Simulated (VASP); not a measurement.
ZnO: single point with PBE

Crystal: ZnO.

```
Zn O
1.0
     6.49862    0.00000    0.00000
    -3.24931    5.62797    0.00000
     0.00000    0.00000    5.20571
Zn O
8 8
Direct
  0.16667 0.33333 0.50000
  0.33333 0.16667 0.00000
  0.16667 0.83333 0.50000
  0.33333 0.66667 0.00000
  0.66667 0.33333 0.50000
  0.83333 0.16667 0.00000
  0.66667 0.83333 0.50000
  0.83333 0.66667 0.00000
  0.33333 0.16667 0.37901
  0.16667 0.33333 0.87901
  0.33333 0.66667 0.37901
  0.16667 0.83333 0.87901
  0.83333 0.16667 0.37901
  0.66667 0.33333 0.87901
  0.83333 0.66667 0.37901
  0.66667 0.83333 0.87901
```

```
Program             : VASP 6.6.1
Task                : single point
Functional          : PBE
Potentials or basis : VASP PAW PBE potentials, release 64 (Zn, O)
Cutoff              : 600 eV
k mesh              : 3 × 3 × 2
Occupations         : gaussian, width 0.02 eV
Spin                : no spin polarisation
```

```yaml
Pressure: 5.7 GPa
Largest_force: 0.075 eV/Å
Band_gap_on_the_k_mesh: 0.79 eV
```

Forces on the atoms (eV/Å):
```
Zn   0.000  0.000 -0.075
Zn   0.000  0.000 -0.075
Zn   0.000  0.000 -0.075
Zn   0.000  0.000 -0.075
Zn   0.000  0.000 -0.075
Zn   0.000  0.000 -0.075
Zn   0.000  0.000 -0.075
Zn   0.000  0.000 -0.075
O    0.000  0.000  0.075
O    0.000  0.000  0.075
O    0.000  0.000  0.075
O    0.000  0.000  0.075
O    0.000  0.000  0.075
O    0.000  0.000  0.075
O    0.000  0.000  0.075
O    0.000  0.000  0.075
```

Stress tensor (GPa, compression positive):
```
5.20 0.00 0.00
0.00 5.20 0.00
0.00 0.00 6.83
```

Levels at points of the mesh, in eV from the valence-band top:
| k point | band 70 | band 71 | band 72 | band 73 | band 74 | band 75 |
| --- | --- | --- | --- | --- | --- | --- |
| (0.00, 0.00, 0.00) | -0.07 | 0.00 | 0.00 | 0.79 | 5.21 | 5.77 |
| (0.00, 0.00, 0.50) | -0.40 | -0.40 | -0.40 | 3.46 | 3.46 | 5.72 |

It took 80 s on 1 thread of Intel(R) Xeon(R) 6975P-C (Granite Rapids) (shared host), peak memory 0.37 GiB.

Caveat: the k points lie up to 0.60 Å⁻¹ apart. PBE gaps usually lie below the measured ones, often by a third to a half.
